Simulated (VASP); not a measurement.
# Si8Ge13 in VASP: a series of runs

The runs below take Si8Ge13 through single point, with PBE.

Everything below comes from runs of VASP 6.6.1. Logs are shortened: lines on timing, memory, paths and dates and some standing lists are left out, and cuts for length are marked.

## 1. The cell of the first run

The cell holds an amorphous packing of atoms, 21 atoms: a = 7.563 Å, b = 7.819 Å, c = 8.064 Å, α = 88.29°, β = 90.95°, γ = 87.18°.

## 2. Single point, PBE

File INCAR:

```
SYSTEM = Si8Ge13
ALGO = Normal
EDIFF = 1E-6
ENCUT = 520
GGA = PE
ISIF = 2
ISMEAR = -1
ISYM = 0
LASPH = .TRUE.
LCHARG = .TRUE.
LELF = .TRUE.
LREAL = Auto
LVHAR = .TRUE.
LWAVE = .FALSE.
NBANDS = 123
NELM = 80
PREC = Accurate
SIGMA = 0.1034
```

File KPOINTS:

```
Automatic mesh
0
Gamma
  1 1 1
  0.25 0.25 0.25
```

File POSCAR:

```
Si8Ge13
1.0
    7.5601650000      0.1896520000     -0.0661850000
    0.1896520000      7.8161600000      0.1196190000
   -0.0661850000      0.1196190000      8.0627960000
Ge Si
13 8
Direct
    0.2894252186      0.6403653106      0.5795417309
    0.5101971264      0.7020586218      0.0334861314
    0.2028944150      0.0214513208      0.5455547407
    0.1430289162      0.7164937980     -0.1541635064
    0.3680102365      0.4644471244      0.1767535799
    0.2896443160      0.8880737267      0.2539816979
    1.0228724898      0.5458604704      0.1391452211
    0.7771076630      1.0189825619      0.1296552952
    0.7844542896      0.8417913572      0.8000797573
    0.1367902727      0.1979440406      0.0333990338
    0.6334816660      0.5771702844      0.6536891733
    0.4143874272      1.0242699204      0.8307042728
    0.5694035435      0.3147576853      0.8793256054
    0.9722692650      0.5043281408      0.5994093629
   -0.0058879816      0.7845178424      0.3720369539
    0.6286363308      0.0953525974      0.6171820933
   -0.0538986202      0.2117070669      0.3347768606
    0.6451769638      0.2881438881      0.2759441704
    0.9061867339      0.3841932274      0.8882714085
    0.5406945932      0.8705190306      0.4599533779
    0.7511437176      0.5938632891      0.3295430164
```

Potentials or basis: VASP PAW PBE potentials, release 64 (Ge_d, Si).

On the command line:

```
> cat potpaw_PBE.64/Ge_d/POTCAR potpaw_PBE.64/Si/POTCAR > POTCAR
> mpirun -np 1 vasp_std > vasp.out
```

OUTCAR:

```text
SYSTEM = Si8Ge13
   EDIFF = 1E-6
   ENCUT = 520
   GGA = PE
   ISIF = 2
   ISMEAR = -1
   ISYM = 0
   LASPH = .TRUE.
   LREAL = Auto
   NELM = 80
   PREC = Accurate

 ion  position               nearest neighbor table
   1  0.289  0.640  0.580-   4 2.51  14 2.68  11 2.68  20 2.84  15 2.93
   2  0.510  0.702  0.033-   5 2.46   6 2.84
   3  0.203  0.021  0.546-   6 2.68  12 2.78  20 2.86  15 2.87  17 2.89
   4  0.143  0.716  0.846-   1 2.51   9 2.85   7 2.86  14 2.95
   5  0.368  0.464  0.177-   2 2.46  18 2.56   7 2.67
   6  0.290  0.888  0.254-  20 2.50  15 2.60   3 2.68   2 2.84
   7  0.023  0.546  0.139-  19 2.58  21 2.60   5 2.67  15 2.69   4 2.86
   8  0.777  0.019  0.130-  18 2.61  17 2.63
   9  0.784  0.842  0.800-  16 2.65  11 2.70   4 2.85
  10  0.137  0.198  0.033-  19 2.47  17 2.85
  11  0.633  0.577  0.654-  14 2.64   1 2.68   9 2.70  13 2.77  21 2.78  20 2.79
  12  0.414  0.024  0.831-  16 2.45  13 2.64   3 2.78
  13  0.569  0.315  0.879-  19 2.63  12 2.64  11 2.77  16 2.79
  14  0.972  0.504  0.599-  19 2.55  11 2.64   1 2.68  21 2.77  15 2.83   4 2.95
  15  0.994  0.785  0.372-  21 2.45   6 2.60   7 2.69  14 2.83   3 2.87   1 2.93
  16  0.629  0.095  0.617-  20 2.32  12 2.45   9 2.65  13 2.79  18 3.11
  17  0.946  0.212  0.335-  18 2.36   8 2.63  10 2.85   3 2.89
  18  0.645  0.288  0.276-  17 2.36   5 2.56  21 2.60   8 2.61  16 3.11
  19  0.906  0.384  0.888-  10 2.47  14 2.55   7 2.58  13 2.63
  20  0.541  0.871  0.460-  16 2.32   6 2.50  11 2.79   1 2.84  21 2.86   3 2.86
  21  0.751  0.594  0.330-  15 2.45  18 2.60   7 2.60  14 2.77  11 2.78  20 2.86

IMPORTANT INFORMATION: All symmetrisations will be switched off!
NOSYMM: (Re-)initialisation of all symmetry stuff for point group C_1.

----------------------------------------------------------------------------------------

                                     Primitive cell

  volume of cell :     476.0070

  direct lattice vectors                    reciprocal lattice vectors
     7.560165000  0.189652000 -0.066185000     0.132363179 -0.003229033  0.001134434
     0.189652000  7.816160000  0.119619000    -0.003229033  0.128047891 -0.001926214
    -0.066185000  0.119619000  8.062796000     0.001134434 -0.001926214  0.124064344

  length of vectors
     7.562833012  7.819375533  8.063954892     0.132407420  0.128103081  0.124084482

  position of ions in fractional coordinates (direct lattice)
     0.289425219  0.640365311  0.579541731
     0.510197126  0.702058622  0.033486131
     0.202894415  0.021451321  0.545554741
     0.143028916  0.716493798  0.845836494
     0.368010236  0.464447124  0.176753580
     0.289644316  0.888073727  0.253981698
[... 13 lines left out ...]
     0.540694593  0.870519031  0.459953378
     0.751143718  0.593863289  0.329543016

  ion indices of the primitive-cell ions
   primitive index   ion index
                 1           1
                 2           2
                 3           3
                 4           4
                 5           5
                 6           6
[... 13 lines left out ...]
                20          20
                21          21

----------------------------------------------------------------------------------------

 KPOINTS: Automatic mesh

Automatic generation of k-mesh.
 Grid dimensions read from file:
 generate k-points for:    1    1    1

 Generating k-lattice:

  Cartesian coordinates                     Fractional coordinates (reciprocal lattice)
     0.132363179 -0.003229033  0.001134434     1.000000000 -0.000000000  0.000000000
    -0.003229033  0.128047891 -0.001926214     0.000000000  1.000000000  0.000000000
     0.001134434 -0.001926214  0.124064344     0.000000000  0.000000000  1.000000000

  Length of vectors
     0.132407420  0.128103081  0.124084482

  Shift w.r.t. Gamma in fractional coordinates (k-lattice)
     0.250000000  0.250000000  0.250000000

 Subroutine IBZKPT returns following result:
 ===========================================

 Found      1 irreducible k-points:

 Following reciprocal coordinates:
            Coordinates               Weight
  0.250000  0.250000  0.250000      2.000000
   k-points           NKPTS =      1   k-points in BZ     NKDIM =      1   number of bands    NBANDS=    123
   number of dos      NEDOS =    301   number of ions     NIONS =     21
   total plane-waves  NPLWV = 201600
   dimension x,y,z NGX =    56 NGY =   60 NGZ =   60
   dimension x,y,z NGXF=   112 NGYF=  120 NGZF=  120
   ions per type =              13   8
   NGX,Y,Z   is equivalent  to a cutoff of  12.31, 12.76, 12.37 a.u.
   NGXF,Y,Z  is equivalent  to a cutoff of  24.62, 25.51, 24.74 a.u.
 SYSTEM =  Si8Ge13
   PREC   = accura    normal or accurate (medium, high low for compatibility)
   ISTART =      0    job   : 0-new  1-cont  2-samecut
   ICHARG =      2    charge: 1-file 2-atom 10-const
   ISPIN  =      1    spin polarized calculation?
   LNONCOLLINEAR =      F non collinear calculations
   LSORBIT =      F    spin-orbit coupling
   LASPH  =      T    aspherical Exc in radial PAW
   ENCUT  =  520.0 eV  38.22 Ry    6.18 a.u.  14.06 14.54 14.99*2*pi/ulx,y,z
   NELM   =     80;   NELMIN=  2; NELMDL= -5     # of ELM steps
   EDIFF  = 0.1E-05   stopping-criterion for ELM
   LREAL  =      T    real-space projection
   EDIFFG = 0.1E-04   stopping-criterion for IOM
   NSW    =      0    number of steps for IOM
   IBRION =     -1    ionic relax: 0-MD 1-quasi-New 2-CG
   NFREE  =      0    steps in history (QN), initial steepest desc. (CG)
   ISIF   =      2    stress and relaxation
   ISYM   =      0    0-nonsym 1-usesym 2-fastsym
   POTIM  = 0.5000    time-step for ionic-motion
   TEBEG  =    0.0;   TEEND  =   0.0 temperature during run
   PSTRESS=    0.0 pullay stress
   NELECT =     214.0000    total number of electrons
   NUPDOWN=      -1.0000    fix difference up-down
   EMIN   =  10.00;   EMAX   =-10.00  energy-range for DOS
   EFERMI =   0.00;   METHOD = LEGACY
   ISMEAR =    -1;   SIGMA  =   0.10  broadening in eV -4-tet -1-fermi 0-gaus
   EFERMI_NEDOS =   21; number of points for ismear=-14 and -15
   IALGO  =     38    algorithm
   IMIX   =      4    mixing-type and parameters
     AMIX     =   0.40;   BMIX     =  1.00
     AMIX_MAG =   1.60;   BMIX_MAG =  1.00
  volume/ion in A,a.u.               =      22.67       152.96
  Fermi-wavevector in a.u.,A,eV,Ry     =   1.254127  2.369957 21.399726  1.572836
  Thomas-Fermi vector in A             =   2.387947
   LORBIT       =      0    0 simple, 1 ext, 2 COOP (PROOUT), +10 PAW based schemes
   GGA     = PE    functional components
   LHFCALC =     F    Hartree Fock is set to
   AEXX    =    0.0000 exact exchange contribution
   IVDW    =     0    specifies the selected vdW correction
   LEPSILON=     F    determine dielectric tensor
   LRPA    =     F    only Hartree local field effects (RPA)
 non-spin polarized calculation
  energy-cutoff  :      520.00
  volume of cell :      476.01
 maximum number of plane-waves:     12828
 NGX is ok and might be reduce to    56
   NGX = 29   NGY = 29   NGZ = 29

 number of electron     214.0000039 magnetization

 Free energy of the ion-electron system (eV)
  ---------------------------------------------------
  ext. energy  EPLUGINS =         0.00000000
  ---------------------------------------------------
  free energy    TOTEN  =       -91.20548088 eV

  energy without entropy =      -90.88464337  energy(sigma->0) =      -91.04506212

 E-fermi :   4.9020     XC(G=0):  -9.7826

 val. band max:        4.7994938787   @ k =   0.2500   0.2500   0.2500
 cond. band min:       4.9932680152   @ k =   0.2500   0.2500   0.2500
 fundamental gap:      0.1937741365
 Fermi energy:         4.9020005591

 k-point     1 :       0.2500    0.2500    0.2500
  band No.  band energies     occupation
      1     -20.0043      2.00000
      2     -19.9942      2.00000
      3     -19.9892      2.00000
      4     -19.9830      2.00000
      5     -19.9612      2.00000
      6     -19.9227      2.00000
[... 111 lines left out ...]
    118       6.8814      0.00000
    119       7.0417      0.00000
 [bands above 119 left out]

------------------------ aborting loop because EDIFF is reached ----------------------------------------

  FORCE on cell =-STRESS in cart. coord.  units (eV):
  Direction    XX          YY          ZZ          XY          YZ          ZX
  --------------------------------------------------------------------------------------
  -------------------------------------------------------------------------------------
  Total       -4.5851883    -14.5869488    -12.2895904      6.4985543      3.8751678      2.5184280
  in kB      -15.4331455    -49.0977666    -41.3651580     21.8732860     13.0433093      8.4766999
  external PRESSURE =     -35.2986901 kB  Pullay stress =       0.0000000 kB

 VOLUME and BASIS-vectors are now :
 -----------------------------------------------------------------------------
  energy-cutoff  :      520.00
  volume of cell :      476.01
      direct lattice vectors                 reciprocal lattice vectors
     7.560165000  0.189652000 -0.066185000     0.132363179 -0.003229033  0.001134434
     0.189652000  7.816160000  0.119619000    -0.003229033  0.128047891 -0.001926214
    -0.066185000  0.119619000  8.062796000     0.001134434 -0.001926214  0.124064344

 POSITION                                       TOTAL-FORCE (eV/Angst)
 -----------------------------------------------------------------------------------
      2.27119      5.12941      4.73017        -0.397914     -0.071909     -0.301488
      3.98811      5.58817      0.32020         0.473803      0.972317      0.211449
      1.50188      0.27140      4.38783        -0.519433      0.043598      0.407162
      1.16122      5.72853      6.89605        -0.333154      0.283991      0.424976
      2.85860      3.72113      1.45633        -0.834547     -0.763076     -0.387562
      2.34137      7.02664      2.13486         0.091972      0.369100     -0.707483
[... 13 lines left out ...]
      4.22239      6.96168      3.77685         0.084971     -0.712447     -0.660867
      5.76959      4.82361      2.67836        -0.127727      0.076915      0.271237
 -----------------------------------------------------------------------------------
    total drift:                                0.000615      0.006590     -0.002192

  FREE ENERGIE OF THE ION-ELECTRON SYSTEM (eV)
  ---------------------------------------------------
  free  energy   TOTEN  =       -91.2054808810 eV

  energy  without entropy=      -90.8846433672  energy(sigma->0) =      -91.04506212
```

Run time: 84 s. Hardware: 1 thread of Intel Xeon Platinum 8488C (Sapphire Rapids), shared host; peak memory 0.45 GiB.

Results:

| Item | Value |
| --- | --- |
| Free energy | -91.2055 eV |
| Pressure | -3.5 GPa |
| Largest force | 1.299 eV/Å |
| Band gap on the k mesh | 0.19 eV |

Forces on the atoms (eV/Å):
```
Ge  -0.398 -0.072 -0.301
Ge   0.474  0.972  0.211
Ge  -0.519  0.044  0.407
Ge  -0.333  0.284  0.425
Ge  -0.835 -0.763 -0.388
Ge   0.092  0.369 -0.707
Ge   0.193 -0.223 -0.224
Ge  -0.043 -0.027 -0.449
Ge   0.535  0.202  0.308
Ge   0.389 -0.388  0.825
Ge   0.298 -0.199 -0.189
Ge  -1.080 -0.672  0.267
Ge   0.471  0.258  0.257
Si  -0.220 -0.055  0.181
Si  -0.077  0.014 -0.080
Si   0.447  0.863 -0.072
Si   1.072  0.133  0.234
Si  -0.199 -0.361  0.040
Si  -0.224  0.257 -0.355
Si   0.085 -0.712 -0.661
Si  -0.128  0.077  0.271
```

Stress tensor (GPa, compression positive):
```
-1.54  2.19  0.85
 2.19 -4.91  1.30
 0.85  1.30 -4.14
```

Levels at points of the mesh, in eV from the valence-band top:
| k point | band 105 | band 106 | band 107 | band 108 | band 109 | band 110 |
| --- | --- | --- | --- | --- | --- | --- |
| (0.25, 0.25, 0.25) | -0.53 | -0.21 | 0.00 | 0.19 | 0.49 | 0.67 |

Caveat: the k points lie up to 0.83 Å⁻¹ apart.

## 3. Single point, PBE

File INCAR:

```
ALGO = Normal
EDIFF = 1E-6
ENCUT = 520
GGA = PE
ISIF = 2
ISMEAR = -1
ISYM = 0
LASPH = True
LCHARG = False
LREAL = Auto
LWAVE = False
NBANDS = 123
NELM = 80
PREC = Accurate
SIGMA = 0.05
```

KPOINTS is that of step 2.

File POSCAR:

```
Si8Ge13
1.0
    7.5601650000      0.1896520000     -0.0661850000
    0.1896520000      7.8161600000      0.1196190000
   -0.0661850000      0.1196190000      8.0627960000
Ge Si
13 8
Direct
    0.2866571920      0.6371815617      0.5754842842
    0.5379368484      0.7047899189      0.0332424490
    0.1699975750     -0.0000613565      0.5453664745
    0.1247239162      0.7379966067      0.8474264308
    0.3694398974      0.4587859873      0.1638477345
    0.2910639452      0.8853137038      0.2367147485
    0.0198124301      0.5358478351      0.1382315395
    0.7614094035      0.0450877792      0.1037200403
    0.7949819659      0.8553258033      0.8176940932
    0.1444208140      0.1801070382      0.0513536827
    0.6355294631      0.5736856420      0.6592163332
    0.3977159403      0.0185930387      0.8176979486
    0.5743901290      0.3229776685      0.8862357109
    0.9697344994      0.5008561899      0.5918440652
    0.9934359941      0.7857445238      0.3902553887
    0.6323896397      0.1119797279      0.6082526217
    0.9871682541      0.1808863678      0.3245953742
    0.6620963953      0.2702777704      0.3142209592
    0.9179876688      0.3900321909      0.8684389079
    0.5730501268      0.8455482675      0.4262813650
    0.7352760492      0.6066609155      0.3003506567
```

Potentials or basis: VASP PAW PBE potentials, release 64 (Ge_d, Si).

On the command line:

```
> cat potpaw_PBE.64/Ge_d/POTCAR potpaw_PBE.64/Si/POTCAR > POTCAR
> mpirun -np 1 vasp_std > vasp.out
```

OUTCAR:

```text
EDIFF = 1E-6
   ENCUT = 520
   GGA = PE
   ISIF = 2
   ISMEAR = -1
   ISYM = 0
   LASPH = True
   LREAL = Auto
   NELM = 80
   PREC = Accurate

 ion  position               nearest neighbor table
   1  0.287  0.637  0.575-   4 2.65  14 2.67  11 2.73  15 2.83  20 3.02
   2  0.538  0.705  0.033-   5 2.57  21 2.67   6 2.86   9 2.90
   3  0.170  1.000  0.545-  15 2.54  17 2.58  12 2.78   6 2.82
   4  0.125  0.738  0.847-   9 2.62   1 2.65
   5  0.369  0.459  0.164-   2 2.57   7 2.69  18 2.83
   6  0.291  0.885  0.237-  20 2.60  15 2.72   3 2.82   2 2.86  10 2.87
   7  0.020  0.536  0.138-  21 2.58  19 2.61   5 2.69  15 2.86
   8  0.761  0.045  0.104-  18 2.58  17 2.72   9 2.79
   9  0.795  0.855  0.818-   4 2.62   8 2.79  16 2.81  11 2.88   2 2.90
  10  0.144  0.180  0.051-  17 2.52  19 2.70   6 2.87
  11  0.636  0.574  0.659-  14 2.63  13 2.70   1 2.73  20 2.81   9 2.88  19 2.98  21 3.01
  12  0.398  0.019  0.818-  16 2.59   3 2.78  13 2.85
  13  0.574  0.323  0.886-  19 2.68  11 2.70  16 2.85  12 2.85
  14  0.970  0.501  0.592-  19 2.41  11 2.63   1 2.67  15 2.73  21 2.99
  15  0.993  0.786  0.390-   3 2.54  21 2.57   6 2.72  14 2.73   1 2.83   7 2.86  17 3.12
  16  0.632  0.112  0.608-  12 2.59  20 2.64  18 2.66   9 2.81  13 2.85
[... 175 lines left out ...]
      2     -19.8925      2.00000
      3     -19.8889      2.00000
      4     -19.8793      2.00000
      5     -19.8742      2.00000
      6     -19.8619      2.00000
[... 111 lines left out ...]
    118       6.8109      0.00000
    119       7.0189      0.00000
 [bands above 119 left out]

------------------------ aborting loop because EDIFF is reached ----------------------------------------

  FORCE on cell =-STRESS in cart. coord.  units (eV):
  Direction    XX          YY          ZZ          XY          YZ          ZX
  --------------------------------------------------------------------------------------
  -------------------------------------------------------------------------------------
  Total       -9.2375130    -20.0791960    -14.5679575      4.7201200      3.9900264      1.8090935
  in kB      -31.0922637    -67.5839540    -49.0338444     15.8873081     13.4299082      6.0891726
  external PRESSURE =     -49.2366873 kB  Pullay stress =       0.0000000 kB

 VOLUME and BASIS-vectors are now :
 -----------------------------------------------------------------------------
  energy-cutoff  :      520.00
  volume of cell :      476.01
      direct lattice vectors                 reciprocal lattice vectors
     7.560165000  0.189652000 -0.066185000     0.132363179 -0.003229033  0.001134434
     0.189652000  7.816160000  0.119619000    -0.003229033  0.128047891 -0.001926214
    -0.066185000  0.119619000  8.062796000     0.001134434 -0.001926214  0.124064344

 POSITION                                       TOTAL-FORCE (eV/Angst)
 -----------------------------------------------------------------------------------
      2.24993      5.10352      4.69726        -0.455314     -0.012057     -0.101819
      4.19836      5.61475      0.31673         0.280331      0.366898     -0.041118
      1.43876      7.91316      4.50554         0.339875      0.480110      0.376687
      1.02681      5.89332      6.91265         0.345839     -0.386095      0.133399
      2.86919      3.67561      1.35150        -0.340586     -0.396912     -0.348549
      2.35273      7.00327      1.99522        -0.053550      0.178450      0.192933
[... 13 lines left out ...]
      4.46450      6.76861      3.50024        -0.226323      0.671250      0.051289
      5.65398      4.91713      2.44557         0.395012     -0.478257      0.058014
 -----------------------------------------------------------------------------------
    total drift:                               -0.000492     -0.004285      0.002399

  FREE ENERGIE OF THE ION-ELECTRON SYSTEM (eV)
  ---------------------------------------------------
  free  energy   TOTEN  =       -91.9503825355 eV

  energy  without entropy=      -91.8926622755  energy(sigma->0) =      -91.92152241
```

It took 84 s on 1 thread of Intel Xeon Platinum 8488C (Sapphire Rapids), shared host; peak memory 0.45 GiB.

What came out:

```
Free energy            : -91.9504 eV
Pressure               : -4.9 GPa
Largest force          : 0.717 eV/Å
Band gap on the k mesh : 0.24 eV
```

Forces in eV/Å, atoms in the order of the input:
```
Ge  -0.455 -0.012 -0.102
Ge   0.280  0.367 -0.041
Ge   0.340  0.480  0.377
Ge   0.346 -0.386  0.133
Ge  -0.341 -0.397 -0.349
Ge  -0.054  0.178  0.193
Ge   0.349  0.346 -0.522
Ge   0.185  0.073 -0.194
Ge  -0.419  0.271 -0.070
Ge   0.110 -0.083 -0.121
Ge   0.565  0.158  0.123
Ge  -0.100 -0.181 -0.206
Ge   0.086 -0.385 -0.130
Si  -0.295  0.149 -0.008
Si  -0.143 -0.212 -0.508
Si  -0.539 -0.083 -0.082
Si  -0.184 -0.266  0.493
Si   0.082 -0.048  0.443
Si   0.018 -0.162  0.462
Si  -0.226  0.671  0.051
Si   0.395 -0.478  0.058
```

Stress tensor (GPa, compression positive):
```
-3.11  1.59  0.61
 1.59 -6.76  1.34
 0.61  1.34 -4.90
```

Caveat: the k points lie up to 0.83 Å⁻¹ apart.

[end of part 1 of 2]
